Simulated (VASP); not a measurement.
# MgO (Periclase) (Fm-3m) in VASP: further runs, part 2 of 3

VASP 6.6.1.

### 3 Single point, r2SCAN

The input, POSCAR:

```
MgO
1.0
    0.0000000000      2.1021680256      2.1021680256
    2.1021680256      0.0000000000      2.1021680256
    2.1021680256      2.1021680256      0.0000000000
Mg O
1 1
Direct
    0.0000000000      0.0000000000      0.0000000000
    0.5000000000      0.5000000000      0.5000000000
```

The input, INCAR.step1:

```
SYSTEM = MgO
PREC = Accurate
ENCUT = 660
ISMEAR = -1
SIGMA = 0.5
LREAL = .False.
LASPH = .True.
NELM = 120
NBANDS = 11
GGA = PE
ALGO = Normal
EDIFF = 1E-5
LWAVE = .True.
LCHARG = .False.
GGA_COMPAT = .False.
```

The input, INCAR.step2:

```
SYSTEM = MgO
PREC = Accurate
ENCUT = 660
EDIFF = 1E-6
ISMEAR = -1
SIGMA = 0.5
LREAL = .False.
LASPH = .True.
NELM = 120
ALGO = Normal
ISIF = 2
LWAVE = .False.
LCHARG = .True.
METAGGA = R2SCAN
LMIXTAU = .True.
LELF = .True.
LVHAR = .True.
NBANDS = 11
ISTART = 1
GGA_COMPAT = .False.
```

The input, KPOINTS:

```
Automatic mesh
0
Gamma
  8 8 8
  0 0 0
```

Potentials or basis: VASP PAW PBE potentials, release 64 (Mg, O).

Command:

```sh
$ cat potpaw_PBE.64/Mg/POTCAR potpaw_PBE.64/O/POTCAR > POTCAR
$ cp INCAR.step1 INCAR
$ mpirun -np 1 vasp_std > vasp.out
$ cp INCAR.step2 INCAR
$ mpirun -np 1 vasp_std > vasp.out
```

OUTCAR:

```text
SYSTEM = MgO
   PREC = Accurate
   ENCUT = 660
   EDIFF = 1E-6
   ISMEAR = -1
   LREAL = .False.
   LASPH = .True.
   NELM = 120
   ISIF = 2
   METAGGA = R2SCAN
   ISTART = 1

 ion  position               nearest neighbor table
   1  0.000  0.000  0.000-   2 2.10   2 2.10   2 2.10   2 2.10   2 2.10   2 2.10
   2  0.500  0.500  0.500-   1 2.10   1 2.10   1 2.10   1 2.10   1 2.10   1 2.10

  LATTYP: Found a face centered cubic cell.
 ALAT       =     4.2043360512

  Lattice vectors:

 A1 = (   0.0000000000,   2.1021680256,   2.1021680256)
 A2 = (   2.1021680256,   0.0000000000,   2.1021680256)
 A3 = (   2.1021680256,   2.1021680256,   0.0000000000)

Analysis of symmetry for initial positions (statically):
=====================================================================
 Subroutine PRICEL returns:
 Original cell was already a primitive cell.

 Routine SETGRP: Setting up the symmetry group for a
 face centered cubic supercell.

 Subroutine GETGRP returns: Found 48 space group operations
 (whereof 48 operations were pure point group operations)
 out of a pool of 48 trial point group operations.

The static configuration has the point symmetry O_h .

Analysis of symmetry for dynamics (positions and initial velocities):
=====================================================================
 Subroutine PRICEL returns:
 Original cell was already a primitive cell.

 Routine SETGRP: Setting up the symmetry group for a
 face centered cubic supercell.

 Subroutine GETGRP returns: Found 48 space group operations
 (whereof 48 operations were pure point group operations)
 out of a pool of 48 trial point group operations.

The dynamic configuration has the point symmetry O_h .

 Subroutine INISYM returns: Found 48 space group operations
 (whereof 48 operations are pure point group operations),
 and found     1 'primitive' translations

----------------------------------------------------------------------------------------

                                     Primitive cell

  volume of cell :      18.5794

  direct lattice vectors                    reciprocal lattice vectors
     0.000000000  2.102168026  2.102168026    -0.237849684  0.237849684  0.237849684
     2.102168026  0.000000000  2.102168026     0.237849684 -0.237849684  0.237849684
     2.102168026  2.102168026  0.000000000     0.237849684  0.237849684 -0.237849684

  length of vectors
     2.972914532  2.972914532  2.972914532     0.411967737  0.411967737  0.411967737

  position of ions in fractional coordinates (direct lattice)
     0.000000000  0.000000000  0.000000000
     0.500000000  0.500000000  0.500000000

  ion indices of the primitive-cell ions
   primitive index   ion index
                 1           1
                 2           2

----------------------------------------------------------------------------------------

 KPOINTS: Automatic mesh

Automatic generation of k-mesh.
 Grid dimensions read from file:
 generate k-points for:    8    8    8

 Generating k-lattice:

  Cartesian coordinates                     Fractional coordinates (reciprocal lattice)
    -0.029731210  0.029731210  0.029731210     0.125000000  0.000000000  0.000000000
     0.029731210 -0.029731210  0.029731210     0.000000000  0.125000000  0.000000000
     0.029731210  0.029731210 -0.029731210     0.000000000  0.000000000  0.125000000

  Length of vectors
     0.051495967  0.051495967  0.051495967

  Shift w.r.t. Gamma in fractional coordinates (k-lattice)
     0.000000000  0.000000000  0.000000000

 Subroutine IBZKPT returns following result:
 ===========================================

 Found     29 irreducible k-points:

 Following reciprocal coordinates:
            Coordinates               Weight
  0.000000  0.000000  0.000000      1.000000
  0.125000  0.000000  0.000000      8.000000
  0.250000  0.000000  0.000000      8.000000
  0.375000  0.000000  0.000000      8.000000
  0.500000  0.000000  0.000000      4.000000
  0.125000  0.125000  0.000000      6.000000
[... 16 lines left out ...]
  0.500000  0.250000  0.125000     48.000000
 -0.375000  0.250000  0.125000     24.000000
 [... further k-points ...]
   k-points           NKPTS =     29   k-points in BZ     NKDIM =     29   number of bands    NBANDS=     11
   number of dos      NEDOS =    301   number of ions     NIONS =      2
   total plane-waves  NPLWV =  21952
   dimension x,y,z NGX =    28 NGY =   28 NGZ =   28
   dimension x,y,z NGXF=    56 NGYF=   56 NGZF=   56
   ions per type =               1   1
   NGX,Y,Z   is equivalent  to a cutoff of  15.66, 15.66, 15.66 a.u.
   NGXF,Y,Z  is equivalent  to a cutoff of  31.32, 31.32, 31.32 a.u.
 SYSTEM =  MgO
   PREC   = accura    normal or accurate (medium, high low for compatibility)
   ISTART =      1    job   : 0-new  1-cont  2-samecut
   ICHARG =      0    charge: 1-file 2-atom 10-const
   ISPIN  =      1    spin polarized calculation?
   LNONCOLLINEAR =      F non collinear calculations
   LSORBIT =      F    spin-orbit coupling
   LASPH  =      T    aspherical Exc in radial PAW
   ENCUT  =  660.0 eV  48.51 Ry    6.96 a.u.   6.23  6.23  6.23*2*pi/ulx,y,z
   NELM   =    120;   NELMIN=  2; NELMDL=  0     # of ELM steps
   EDIFF  = 0.1E-05   stopping-criterion for ELM
   LREAL  =      F    real-space projection
   EDIFFG = 0.1E-04   stopping-criterion for IOM
   NSW    =      0    number of steps for IOM
   IBRION =     -1    ionic relax: 0-MD 1-quasi-New 2-CG
   NFREE  =      0    steps in history (QN), initial steepest desc. (CG)
   ISIF   =      2    stress and relaxation
   ISYM   =      2    0-nonsym 1-usesym 2-fastsym
   POTIM  = 0.5000    time-step for ionic-motion
   TEBEG  =    0.0;   TEEND  =   0.0 temperature during run
   PSTRESS=    0.0 pullay stress
   NELECT =       8.0000    total number of electrons
   NUPDOWN=      -1.0000    fix difference up-down
   EMIN   =  10.00;   EMAX   =-10.00  energy-range for DOS
   EFERMI =   0.00;   METHOD = LEGACY
   ISMEAR =    -1;   SIGMA  =   0.50  broadening in eV -4-tet -1-fermi 0-gaus
   EFERMI_NEDOS =   21; number of points for ismear=-14 and -15
   IALGO  =     38    algorithm
   IMIX   =      4    mixing-type and parameters
     AMIX     =   0.40;   BMIX     =  1.00
     AMIX_MAG =   1.60;   BMIX_MAG =  1.00
  volume/ion in A,a.u.               =       9.29        62.69
  Fermi-wavevector in a.u.,A,eV,Ry     =   1.236215  2.336108 20.792804  1.528228
  Thomas-Fermi vector in A             =   2.370833
   LORBIT       =      0    0 simple, 1 ext, 2 COOP (PROOUT), +10 PAW based schemes
   METAGGA = R2SCAN    functional components
   LHFCALC =     F    Hartree Fock is set to
   AEXX    =    0.0000 exact exchange contribution
   IVDW    =     0    specifies the selected vdW correction
   LEPSILON=     F    determine dielectric tensor
   LRPA    =     F    only Hartree local field effects (RPA)
 non-spin polarized calculation
  energy-cutoff  :      660.00
  volume of cell :       18.58
 maximum number of plane-waves:       725
 NGX is ok and might be reduce to    28
   NGX = 13   NGY = 13   NGZ = 13

 number of electron       7.9999999 magnetization

 Free energy of the ion-electron system (eV)
  ---------------------------------------------------
  ext. energy  EPLUGINS =         0.00000000
  ---------------------------------------------------
  free energy    TOTEN  =       -16.16781267 eV

  energy without entropy =      -16.16513687  energy(sigma->0) =      -16.16647477

 E-fermi :   6.6169     XC(G=0): -11.6206

 val. band max:        2.8126611421   @ k =   0.0000   0.0000   0.0000
 cond. band min:       8.4777439586   @ k =   0.0000   0.0000   0.0000
 fundamental gap:      5.6650828165
 Fermi energy:         6.6169189477

 k-point     1 :       0.0000    0.0000    0.0000
  band No.  band energies     occupation
      1     -15.4133      2.00000
      2       2.8127      1.99901
      3       2.8127      1.99901
      4       2.8127      1.99901
      5       8.4777      0.04724
      6      19.6850      0.00000
      7      19.6850      0.00000
      8      19.6850      0.00000
      9      23.8481      0.00000
     10      25.6198      0.00000
     11      25.6198      0.00000
[... 309 lines left out ...]
 k-point    24 :      -0.3750    0.2500    0.1250
  band No.  band energies     occupation
      1     -14.0055      2.00000
      2      -1.2038      2.00000
      3       0.8600      1.99998
      4       1.7999      1.99987
      5      13.4834      0.00000
      6      16.2036      0.00000
      7      17.5230      0.00000
      8      20.9903      0.00000
      9      24.6558      0.00000
     10      26.3888      0.00000
     11      30.6245      0.00000

 [... further k-points ...]
[... 5 lines left out ...]
  --------------------------------------------------------------------------------------
  -------------------------------------------------------------------------------------
  Total       -0.1632554     -0.1632554     -0.1632554      0.0000000     -0.0000000      0.0000000
  in kB      -14.0781592    -14.0781592    -14.0781592      0.0000000     -0.0000000      0.0000000
  external PRESSURE =     -14.0781592 kB  Pullay stress =       0.0000000 kB

 VOLUME and BASIS-vectors are now :
 -----------------------------------------------------------------------------
  energy-cutoff  :      660.00
  volume of cell :       18.58
      direct lattice vectors                 reciprocal lattice vectors
     0.000000000  2.102168026  2.102168026    -0.237849684  0.237849684  0.237849684
     2.102168026  0.000000000  2.102168026     0.237849684 -0.237849684  0.237849684
     2.102168026  2.102168026  0.000000000     0.237849684  0.237849684 -0.237849684

 POSITION                                       TOTAL-FORCE (eV/Angst)
 -----------------------------------------------------------------------------------
      0.00000      0.00000      0.00000        -0.000000      0.000000      0.000000
      2.10217      2.10217      2.10217         0.000000     -0.000000     -0.000000
 -----------------------------------------------------------------------------------
    total drift:                                0.000000      0.000000      0.000000

  FREE ENERGIE OF THE ION-ELECTRON SYSTEM (eV)
  ---------------------------------------------------
  free  energy   TOTEN  =       -16.1678126684 eV

  energy  without entropy=      -16.1651368745  energy(sigma->0) =      -16.16647477
```

Wall time 35 s (1 thread of AMD EPYC 9R45 (Zen 5), shared host); peak memory 0.14 GiB.

Results:

| Item | Value |
| --- | --- |
| Free energy | -16.1678 eV |
| Pressure | -1.4 GPa |
| Band gap on the k mesh | 5.67 eV, direct |

Levels at points of the mesh, in eV from the valence-band top:
| k point | band 2 | band 3 | band 4 | band 5 | band 6 | band 7 |
| --- | --- | --- | --- | --- | --- | --- |
| (0.00, 0.00, 0.00) | 0.00 | 0.00 | 0.00 | 5.67 | 16.87 | 16.87 |
| (0.50, 0.00, 0.00) | -4.63 | -0.68 | -0.68 | 8.84 | 13.87 | 17.49 |
| (0.50, 0.50, 0.00) | -4.12 | -1.38 | -1.38 | 10.05 | 11.13 | 14.35 |

Caveat: the PAW data sets were made with another functional, which shifts forces and pressure a little.

### 4 Single point, PBE0

POSCAR is that of step 3.

The input, INCAR.step1:

```
PREC = Accurate
ENCUT = 520
EDIFF = 1E-5
ISMEAR = 0
SIGMA = 0.01
LREAL = F
LASPH = T
NELM = 120
ALGO = Normal
ISIF = 2
LWAVE = T
LCHARG = F
NBANDS = 11
GGA = PE
GGA_COMPAT = F
```

The input, INCAR.step2:

```
PREC = Accurate
ENCUT = 520
EDIFF = 1E-6
ISMEAR = 0
SIGMA = 0.01
LREAL = F
LASPH = T
NELM = 120
ALGO = Normal
ISIF = 2
LWAVE = F
LCHARG = F
GGA = PE
LHFCALC = T
AEXX = 0.25
PRECFOCK = Normal
NBANDS = 11
ISTART = 1
GGA_COMPAT = F
```

The input, KPOINTS:

```
Automatic mesh
0
Gamma
  6 6 6
```

Potentials or basis: VASP PAW PBE potentials, release 64 (Mg, O).

Command:

```sh
$ cat potpaw_PBE.64/Mg/POTCAR potpaw_PBE.64/O/POTCAR > POTCAR
$ cp INCAR.step1 INCAR
$ mpirun -np 1 vasp_std > vasp.out
$ cp INCAR.step2 INCAR
$ mpirun -np 1 vasp_std > vasp.out
```

OUTCAR:

```text
PREC = Accurate
   ENCUT = 520
   EDIFF = 1E-6
   ISMEAR = 0
   LREAL = F
   LASPH = T
   NELM = 120
   ISIF = 2
   GGA = PE
   LHFCALC = T
   AEXX = 0.25
   PRECFOCK = Normal
   ISTART = 1

 ion  position               nearest neighbor table
   1  0.000  0.000  0.000-   2 2.10   2 2.10   2 2.10   2 2.10   2 2.10   2 2.10
   2  0.500  0.500  0.500-   1 2.10   1 2.10   1 2.10   1 2.10   1 2.10   1 2.10

  LATTYP: Found a face centered cubic cell.
 ALAT       =     4.2043360512

  Lattice vectors:

 A1 = (   0.0000000000,   2.1021680256,   2.1021680256)
 A2 = (   2.1021680256,   0.0000000000,   2.1021680256)
 A3 = (   2.1021680256,   2.1021680256,   0.0000000000)

Analysis of symmetry for initial positions (statically):
=====================================================================
 Subroutine PRICEL returns:
 Original cell was already a primitive cell.

 Routine SETGRP: Setting up the symmetry group for a
 face centered cubic supercell.

 Subroutine GETGRP returns: Found 48 space group operations
[... 172 lines left out ...]
 k-point     1 :       0.0000    0.0000    0.0000
  band No.  band energies     occupation
      1     -17.2920      2.00000
      2       1.5794      2.00000
      3       1.5794      2.00000
      4       1.5794      2.00000
      5       8.8374      0.00000
      6      20.1571      0.00000
      7      20.1571      0.00000
      8      20.1571      0.00000
      9      24.0668      0.00000
     10      26.0534      0.00000
     11      26.0534      0.00000
[... 197 lines left out ...]
 k-point    16 :      -0.3333    0.5000    0.1667
  band No.  band energies     occupation
      1     -15.6086      2.00000
      2      -2.2808      2.00000
      3      -0.8555      2.00000
      4      -0.2347      2.00000
      5      14.7944      0.00000
      6      15.8205      0.00000
      7      17.0399      0.00000
      8      21.1415      0.00000
      9      24.9802      0.00000
     10      29.3386      0.00000
     11      31.0519      0.00000

------------------------ aborting loop because EDIFF is reached ----------------------------------------

  FORCE on cell =-STRESS in cart. coord.  units (eV):
  Direction    XX          YY          ZZ          XY          YZ          ZX
  --------------------------------------------------------------------------------------
  -------------------------------------------------------------------------------------
  Total       -0.0753437     -0.0753437     -0.0753437      0.0000000      0.0000000      0.0000000
  in kB       -6.4971865     -6.4971865     -6.4971865      0.0000000      0.0000000      0.0000000
  external PRESSURE =      -6.4971865 kB  Pullay stress =       0.0000000 kB

 VOLUME and BASIS-vectors are now :
 -----------------------------------------------------------------------------
  energy-cutoff  :      520.00
  volume of cell :       18.58
      direct lattice vectors                 reciprocal lattice vectors
     0.000000000  2.102168026  2.102168026    -0.237849684  0.237849684  0.237849684
     2.102168026  0.000000000  2.102168026     0.237849684 -0.237849684  0.237849684
     2.102168026  2.102168026  0.000000000     0.237849684  0.237849684 -0.237849684

 POSITION                                       TOTAL-FORCE (eV/Angst)
 -----------------------------------------------------------------------------------
      0.00000      0.00000      0.00000         0.000000      0.000000     -0.000000
      2.10217      2.10217      2.10217        -0.000000     -0.000000      0.000000
 -----------------------------------------------------------------------------------
    total drift:                                0.000000     -0.000000     -0.000000

  FREE ENERGIE OF THE ION-ELECTRON SYSTEM (eV)
  ---------------------------------------------------
  free  energy   TOTEN  =       -14.7922139526 eV

  energy  without entropy=      -14.7922139526  energy(sigma->0) =      -14.79221395
```

OSZICAR.step1:

```text
N       E                     dE             d eps       ncg     rms          rms(c)
DAV:   1     0.130378960451E+02    0.13038E+02   -0.46173E+03   416   0.652E+02
DAV:   2    -0.128909550742E+02   -0.25929E+02   -0.24671E+02   397   0.130E+02
DAV:   3    -0.134622966974E+02   -0.57134E+00   -0.57108E+00   427   0.169E+01
DAV:   4    -0.134639643792E+02   -0.16677E-02   -0.16676E-02   388   0.999E-01
DAV:   5    -0.134639696144E+02   -0.52352E-05   -0.52351E-05   415   0.555E-02    0.722E+00
DAV:   6    -0.119188728789E+02    0.15451E+01   -0.87016E+00   364   0.163E+01    0.221E+00
DAV:   7    -0.119077333664E+02    0.11140E-01   -0.54155E-02   382   0.210E+00    0.134E+00
DAV:   8    -0.119025742092E+02    0.51592E-02   -0.27213E-02   385   0.186E+00    0.235E-01
DAV:   9    -0.119022133618E+02    0.36085E-03   -0.55569E-04   397   0.165E-01    0.131E-01
DAV:  10    -0.119022089032E+02    0.44587E-05   -0.47321E-04   391   0.161E-01    0.882E-03
DAV:  11    -0.119022108418E+02   -0.19387E-05   -0.23962E-06   203   0.132E-02
   1 F= -.11902211E+02 E0= -.11902211E+02  d E =-.849330E-23
```

Run time: 4.6 min. Hardware: 1 thread of AMD EPYC 9R45 (Zen 5), shared host; peak memory 0.12 GiB.

What came out:

```
Free energy            : -14.7922 eV
Pressure               : -0.6 GPa
Band gap on the k mesh : 7.26 eV, direct
```

Levels at points of the mesh, in eV from the valence-band top:
| k point | band 2 | band 3 | band 4 | band 5 | band 6 | band 7 |
| --- | --- | --- | --- | --- | --- | --- |
| (0.00, 0.00, 0.00) | 0.00 | 0.00 | 0.00 | 7.26 | 18.58 | 18.58 |
| (0.50, 0.00, 0.00) | -4.98 | -0.72 | -0.72 | 10.47 | 15.72 | 19.17 |
| (0.50, 0.50, 0.00) | -4.43 | -1.49 | -1.49 | 11.63 | 12.70 | 16.21 |

Caveat: the k points lie up to 0.43 Å⁻¹ apart; the PAW data sets were made with another functional, which shifts forces and pressure a little.

(Part 2 of 3 ends here.)
